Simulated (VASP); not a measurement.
# Ge8HS8 (a cell with a defect) in VASP: single point with PBE

Aim: the single point of Ge8HS8 (a cell with a defect) with PBE.

All numbers are computed with VASP 6.6.1; they aren't measurements. Logs are shortened: lines on timing, memory, paths and dates and some standing lists are left out, and cuts for length are marked.

### 1 The cell of the first run

The cell holds a defect, 17 atoms: a = 5.771 Å, b = 5.771 Å, c = 10.785 Å, α = 90.00°, β = 90.00°, γ = 101.16°.

### 2 Single point, PBE

Contents of INCAR:

```
SYSTEM = Ge8HS8
PREC = Accurate
ENCUT = 520
EDIFF = 1E-6
ISMEAR = 0
SIGMA = 0.02
LREAL = Auto
LASPH = .True.
NELM = 100
ALGO = Normal
ISIF = 2
LWAVE = .False.
LCHARG = .True.
GGA = PE
LELF = .True.
LVHAR = .True.
NBANDS = 94
```

Contents of KPOINTS:

```
Automatic mesh
0
Gamma
  3 3 2
  0 0 0.5
```

Contents of POSCAR:

```
Ge8HS8
1.0
    0.0000000000     -3.6648200634     -4.4582437440
    0.0000000000     -3.6648200634      4.4582437440
  -10.7854111416      0.0000000000      0.0000000000
Ge S H
8 8 1
Direct
    0.1876400847      0.5607740127      0.1360656521
    0.6872888993      0.0612807310      0.1273285721
    0.8495890303      0.4659451341      0.8751747964
    0.2838125859      0.9004441920      0.8752903228
    0.6884674241      0.5583004720      0.3764137451
    0.1901767880      0.0601446423      0.3764011355
    0.3112121048      0.4405524982      0.6106595209
    0.8034690933      0.9476307940      0.6297453023
    0.1226676680      0.6258929578      0.3566866343
    0.6201797214      0.1283015008      0.3521292745
    0.8843720336      0.3817839903      0.6531967959
    0.3693184699      0.8674715830      0.6534653995
    0.1208753693      0.1276724405      0.1530684346
    0.6207388257      0.6278021452      0.1530641696
    0.8612051173      0.8886565100      0.8527296622
    0.3978349802      0.3541410929      0.8322384638
    0.2387980449      0.5155590456      0.8776014077
```

Potentials or basis: VASP PAW PBE potentials, release 64 (Ge_d, S, H).

On the command line:

```
$ cat potpaw_PBE.64/Ge_d/POTCAR potpaw_PBE.64/S/POTCAR potpaw_PBE.64/H/POTCAR > POTCAR
$ mpirun -np 1 vasp_std > vasp.out
```

OUTCAR:

```text
SYSTEM = Ge8HS8
   PREC = Accurate
   ENCUT = 520
   EDIFF = 1E-6
   ISMEAR = 0
   LREAL = Auto
   LASPH = .True.
   NELM = 100
   ISIF = 2
   GGA = PE

 ion  position               nearest neighbor table
   1  0.188  0.561  0.136-   9 2.45  14 2.46  13 2.46
   2  0.687  0.061  0.127-  14 2.47  13 2.47  10 2.50
   3  0.850  0.466  0.875-  15 2.44  11 2.46  16 2.60
   4  0.284  0.900  0.875-  15 2.44  12 2.46  16 2.61
   5  0.688  0.558  0.376-  10 2.45   9 2.47  14 2.49
   6  0.190  0.060  0.376-  10 2.45   9 2.47  13 2.48
   7  0.311  0.441  0.611-  11 2.46  12 2.47  16 2.51
   8  0.803  0.948  0.630-  15 2.46  11 2.47  12 2.47
   9  0.123  0.626  0.357-   1 2.45   5 2.47   6 2.47
  10  0.620  0.128  0.352-   5 2.45   6 2.45   2 2.50
  11  0.884  0.382  0.653-   3 2.46   7 2.46   8 2.47
  12  0.369  0.867  0.653-   4 2.46   7 2.47   8 2.47
  13  0.121  0.128  0.153-   1 2.46   2 2.47   6 2.48
  14  0.621  0.628  0.153-   1 2.46   2 2.47   5 2.49
  15  0.861  0.889  0.853-   4 2.44   3 2.44   8 2.46
  16  0.398  0.354  0.832-  17 1.51   7 2.51   3 2.60   4 2.61
  17  0.239  0.516  0.878-  16 1.51

  LATTYP: Found a base centered orthorhombic cell.
 ALAT       =     7.3296401268
 B/A-ratio  =     1.2164973087
 C/A-ratio  =     1.4714789478

  Lattice vectors:

 A1 = (   0.0000000000,  -3.6648200634,  -4.4582437440)
 A2 = (   0.0000000000,  -3.6648200634,   4.4582437440)
 A3 = ( -10.7854111416,   0.0000000000,   0.0000000000)

Analysis of symmetry for initial positions (statically):
=====================================================================
 Subroutine PRICEL returns:
 Original cell was already a primitive cell.

 Routine SETGRP: Setting up the symmetry group for a
 base centered orthorhombic supercell.

 Subroutine GETGRP returns: Found  1 space group operations
 (whereof  1 operations were pure point group operations)
 out of a pool of  8 trial point group operations.

The static configuration has the point symmetry C_1 .

Analysis of symmetry for dynamics (positions and initial velocities):
=====================================================================
 Subroutine PRICEL returns:
 Original cell was already a primitive cell.

 Routine SETGRP: Setting up the symmetry group for a
 base centered orthorhombic supercell.

 Subroutine GETGRP returns: Found  1 space group operations
 (whereof  1 operations were pure point group operations)
 out of a pool of  8 trial point group operations.

The dynamic configuration has the point symmetry C_1 .

 Subroutine INISYM returns: Found  1 space group operations
 (whereof  1 operations are pure point group operations),
 and found     1 'primitive' translations

----------------------------------------------------------------------------------------

                                     Primitive cell

  volume of cell :     352.4384

  direct lattice vectors                    reciprocal lattice vectors
     0.000000000 -3.664820063 -4.458243744     0.000000000 -0.136432346 -0.112151786
     0.000000000 -3.664820063  4.458243744     0.000000000 -0.136432346  0.112151786
   -10.785411142  0.000000000  0.000000000    -0.092717838  0.000000000  0.000000000

  length of vectors
     5.771208139  5.771208139 10.785411142     0.176612028  0.176612028  0.092717838

  position of ions in fractional coordinates (direct lattice)
     0.187640085  0.560774013  0.136065652
     0.687288899  0.061280731  0.127328572
     0.849589030  0.465945134  0.875174796
     0.283812586  0.900444192  0.875290323
     0.688467424  0.558300472  0.376413745
     0.190176788  0.060144642  0.376401135
[... 9 lines left out ...]
     0.397834980  0.354141093  0.832238464
     0.238798045  0.515559046  0.877601408

  ion indices of the primitive-cell ions
   primitive index   ion index
                 1           1
                 2           2
                 3           3
                 4           4
                 5           5
                 6           6
[... 9 lines left out ...]
                16          16
                17          17

----------------------------------------------------------------------------------------

 KPOINTS: Automatic mesh

Automatic generation of k-mesh.
 Grid dimensions read from file:
 generate k-points for:    3    3    2

 Generating k-lattice:

  Cartesian coordinates                     Fractional coordinates (reciprocal lattice)
     0.000000000 -0.045477449 -0.037383929     0.333333333  0.000000000  0.000000000
     0.000000000 -0.045477449  0.037383929     0.000000000  0.333333333  0.000000000
    -0.046358919  0.000000000  0.000000000     0.000000000  0.000000000  0.500000000

  Length of vectors
     0.058870676  0.058870676  0.046358919

  Shift w.r.t. Gamma in fractional coordinates (k-lattice)
     0.000000000  0.000000000  0.500000000

 Subroutine IBZKPT returns following result:
 ===========================================

 Found      9 irreducible k-points:

 Following reciprocal coordinates:
            Coordinates               Weight
  0.000000  0.000000  0.250000      2.000000
  0.333333 -0.000000  0.250000      2.000000
 -0.333333  0.000000  0.250000      2.000000
 -0.000000  0.333333 -0.250000      2.000000
  0.000000 -0.333333 -0.250000      2.000000
  0.333333  0.333333  0.250000      2.000000
 -0.333333 -0.333333  0.250000      2.000000
 -0.333333  0.333333  0.250000      2.000000
  0.333333 -0.333333  0.250000      2.000000
   k-points           NKPTS =      9   k-points in BZ     NKDIM =      9   number of bands    NBANDS=     94
   number of dos      NEDOS =    301   number of ions     NIONS =     17
   total plane-waves  NPLWV = 184320
   dimension x,y,z NGX =    48 NGY =   48 NGZ =   80
   dimension x,y,z NGXF=    96 NGYF=   96 NGZF=  160
   ions per type =               8   8   1
   NGX,Y,Z   is equivalent  to a cutoff of  13.83, 13.83, 12.33 a.u.
   NGXF,Y,Z  is equivalent  to a cutoff of  27.65, 27.65, 24.66 a.u.
 SYSTEM =  Ge8HS8
   PREC   = accura    normal or accurate (medium, high low for compatibility)
   ISTART =      0    job   : 0-new  1-cont  2-samecut
   ICHARG =      2    charge: 1-file 2-atom 10-const
   ISPIN  =      1    spin polarized calculation?
   LNONCOLLINEAR =      F non collinear calculations
   LSORBIT =      F    spin-orbit coupling
   LASPH  =      T    aspherical Exc in radial PAW
   ENCUT  =  520.0 eV  38.22 Ry    6.18 a.u.  10.73 10.73 20.05*2*pi/ulx,y,z
   NELM   =    100;   NELMIN=  2; NELMDL= -5     # of ELM steps
   EDIFF  = 0.1E-05   stopping-criterion for ELM
   LREAL  =      T    real-space projection
   EDIFFG = 0.1E-04   stopping-criterion for IOM
   NSW    =      0    number of steps for IOM
   IBRION =     -1    ionic relax: 0-MD 1-quasi-New 2-CG
   NFREE  =      0    steps in history (QN), initial steepest desc. (CG)
   ISIF   =      2    stress and relaxation
   ISYM   =      2    0-nonsym 1-usesym 2-fastsym
   POTIM  = 0.5000    time-step for ionic-motion
   TEBEG  =    0.0;   TEEND  =   0.0 temperature during run
   PSTRESS=    0.0 pullay stress
   NELECT =     161.0000    total number of electrons
   NUPDOWN=      -1.0000    fix difference up-down
   EMIN   =  10.00;   EMAX   =-10.00  energy-range for DOS
   EFERMI =   0.00;   METHOD = LEGACY
   ISMEAR =     0;   SIGMA  =   0.02  broadening in eV -4-tet -1-fermi 0-gaus
   EFERMI_NEDOS =   21; number of points for ismear=-14 and -15
   IALGO  =     38    algorithm
   IMIX   =      4    mixing-type and parameters
     AMIX     =   0.40;   BMIX     =  1.00
     AMIX_MAG =   1.60;   BMIX_MAG =  1.00
  volume/ion in A,a.u.               =      20.73       139.90
  Fermi-wavevector in a.u.,A,eV,Ry     =   1.260828  2.382619 21.628997  1.589686
  Thomas-Fermi vector in A             =   2.394318
   LORBIT       =      0    0 simple, 1 ext, 2 COOP (PROOUT), +10 PAW based schemes
   GGA     = PE    functional components
   LHFCALC =     F    Hartree Fock is set to
   AEXX    =    0.0000 exact exchange contribution
   IVDW    =     0    specifies the selected vdW correction
   LEPSILON=     F    determine dielectric tensor
   LRPA    =     F    only Hartree local field effects (RPA)
 non-spin polarized calculation
 Gauss-broadening in eV      SIGMA  =   0.02
  energy-cutoff  :      520.00
  volume of cell :      352.44
 maximum number of plane-waves:      9495
 NGX is ok and might be reduce to    48
   NGX = 21   NGY = 21   NGZ = 41

 number of electron     160.9999973 magnetization

 Free energy of the ion-electron system (eV)
  ---------------------------------------------------
  ext. energy  EPLUGINS =         0.00000000
  ---------------------------------------------------
  free energy    TOTEN  =       -75.35800113 eV

  energy without entropy =      -75.35602240  energy(sigma->0) =      -75.35701176

 E-fermi :   5.5994     XC(G=0):  -9.8058

 val. band max:        4.9015041375   @ k =  -0.3333   0.3333   0.2500
 cond. band min:       5.6063300561   @ k =   0.0000  -0.3333  -0.2500
 fundamental gap:      0.7048259186
 Fermi energy:         5.5993826478

 k-point     1 :       0.0000    0.0000    0.2500
  band No.  band energies     occupation
      1     -20.0701      2.00000
      2     -20.0672      2.00000
      3     -20.0602      2.00000
      4     -20.0552      2.00000
      5     -20.0446      2.00000
      6     -20.0416      2.00000
[... 84 lines left out ...]
     91       8.2932      0.00000
     92       8.7079      0.00000

 k-point     2 :       0.3333   -0.0000    0.2500
  band No.  band energies     occupation
      1     -20.0680      2.00000
      2     -20.0651      2.00000
      3     -20.0614      2.00000
      4     -20.0574      2.00000
      5     -20.0440      2.00000
      6     -20.0405      2.00000
[... 84 lines left out ...]
     91       7.9336      0.00000
     92       8.0084      0.00000

 k-point     3 :      -0.3333    0.0000    0.2500
  band No.  band energies     occupation
      1     -20.0680      2.00000
      2     -20.0651      2.00000
      3     -20.0614      2.00000
      4     -20.0574      2.00000
      5     -20.0440      2.00000
      6     -20.0405      2.00000
[... 84 lines left out ...]
     91       7.8934      0.00000
     92       7.9971      0.00000

 k-point     4 :      -0.0000    0.3333   -0.2500
  band No.  band energies     occupation
      1     -20.0681      2.00000
      2     -20.0651      2.00000
      3     -20.0613      2.00000
      4     -20.0573      2.00000
      5     -20.0440      2.00000
      6     -20.0405      2.00000
[... 84 lines left out ...]
     91       7.9287      0.00000
     92       8.0078      0.00000

 k-point     5 :       0.0000   -0.3333   -0.2500
  band No.  band energies     occupation
      1     -20.0681      2.00000
      2     -20.0651      2.00000
      3     -20.0613      2.00000
      4     -20.0573      2.00000
      5     -20.0440      2.00000
      6     -20.0405      2.00000
[... 84 lines left out ...]
     91       7.8909      0.00000
     92       8.0018      0.00000

 k-point     6 :       0.3333    0.3333    0.2500
  band No.  band energies     occupation
      1     -20.0675      2.00000
      2     -20.0649      2.00000
      3     -20.0616      2.00000
      4     -20.0574      2.00000
      5     -20.0437      2.00000
      6     -20.0405      2.00000
[... 84 lines left out ...]
     91       7.4132      0.00000
     92       7.7512      0.00000

 k-point     7 :      -0.3333   -0.3333    0.2500
  band No.  band energies     occupation
      1     -20.0675      2.00000
      2     -20.0649      2.00000
      3     -20.0616      2.00000
      4     -20.0574      2.00000
      5     -20.0437      2.00000
      6     -20.0405      2.00000
[... 84 lines left out ...]
     91       7.4111      0.00000
     92       7.7536      0.00000

 k-point     8 :      -0.3333    0.3333    0.2500
  band No.  band energies     occupation
      1     -20.0691      2.00000
      2     -20.0668      2.00000
      3     -20.0606      2.00000
      4     -20.0552      2.00000
      5     -20.0439      2.00000
      6     -20.0416      2.00000
[... 84 lines left out ...]
     91       7.5597      0.00000
     92       7.6807      0.00000

 k-point     9 :       0.3333   -0.3333    0.2500
  band No.  band energies     occupation
      1     -20.0692      2.00000
      2     -20.0668      2.00000
      3     -20.0606      2.00000
      4     -20.0552      2.00000
      5     -20.0439      2.00000
      6     -20.0416      2.00000
[... 84 lines left out ...]
     91       7.5184      0.00000
     92       7.6080      0.00000
 [bands above 92 left out]

------------------------ aborting loop because EDIFF is reached ----------------------------------------

  FORCE on cell =-STRESS in cart. coord.  units (eV):
  Direction    XX          YY          ZZ          XY          YZ          ZX
  --------------------------------------------------------------------------------------
  -------------------------------------------------------------------------------------
  Total        0.3816598      0.0026939      2.0970102      0.0245511     -0.0584102     -0.3752085
  in kB        1.7350173      0.0122465      9.5329643      0.1116088     -0.2655316     -1.7056900
  external PRESSURE =       3.7600760 kB  Pullay stress =       0.0000000 kB

 VOLUME and BASIS-vectors are now :
 -----------------------------------------------------------------------------
  energy-cutoff  :      520.00
  volume of cell :      352.44
      direct lattice vectors                 reciprocal lattice vectors
     0.000000000 -3.664820063 -4.458243744     0.000000000 -0.136432346 -0.112151786
     0.000000000 -3.664820063  4.458243744     0.000000000 -0.136432346  0.112151786
   -10.785411142  0.000000000  0.000000000    -0.092717838  0.000000000  0.000000000

 POSITION                                       TOTAL-FORCE (eV/Angst)
 -----------------------------------------------------------------------------------
     -1.46752     -2.74280      1.66352         0.009349      0.000558      0.013629
     -1.37329     -2.74337     -2.79090        -0.000009     -0.004121      0.001654
     -9.43912     -4.82120     -1.71038        -0.006233     -0.006579     -0.010813
     -9.44037     -4.34009      2.74909        -0.007072     -0.002572     -0.018715
     -4.05978     -4.56918     -0.58032        -0.001254      0.000275      0.004556
     -4.05964     -0.91738     -0.57972        -0.004165     -0.002323      0.004558
[... 9 lines left out ...]
     -8.97603     -2.75586     -0.19480        -0.010365      0.039215      0.052163
     -9.46529     -2.76458      1.23387         0.009240     -0.020812     -0.052789
 -----------------------------------------------------------------------------------
    total drift:                                0.000359     -0.000444      0.002583

  FREE ENERGIE OF THE ION-ELECTRON SYSTEM (eV)
  ---------------------------------------------------
  free  energy   TOTEN  =       -75.3580011260 eV

  energy  without entropy=      -75.3560224024  energy(sigma->0) =      -75.35701176
```

Run time: 5.5 min. Hardware: 1 thread of AMD EPYC 9R45 (Zen 5), shared host; peak memory 0.49 GiB.

What came out:

```yaml
Free_energy: -75.3580 eV
Pressure: 0.4 GPa
Largest_force: 0.066 eV/Å
```

Forces in eV/Å, atoms in the order of the input:
```
Ge   0.009  0.001  0.014
Ge   0.000 -0.004  0.002
Ge  -0.006 -0.007 -0.011
Ge  -0.007 -0.003 -0.019
Ge  -0.001  0.000  0.005
Ge  -0.004 -0.002  0.005
Ge   0.017  0.002 -0.005
Ge   0.012  0.002 -0.005
S   -0.014 -0.001  0.003
S    0.003 -0.004 -0.003
S   -0.011  0.009  0.006
S    0.001  0.005  0.008
S    0.005  0.005 -0.003
S    0.004 -0.005 -0.011
S   -0.006 -0.016  0.016
S   -0.010  0.039  0.052
H    0.009 -0.021 -0.053
```

Caveat: the k points lie up to 0.37 Å⁻¹ apart.
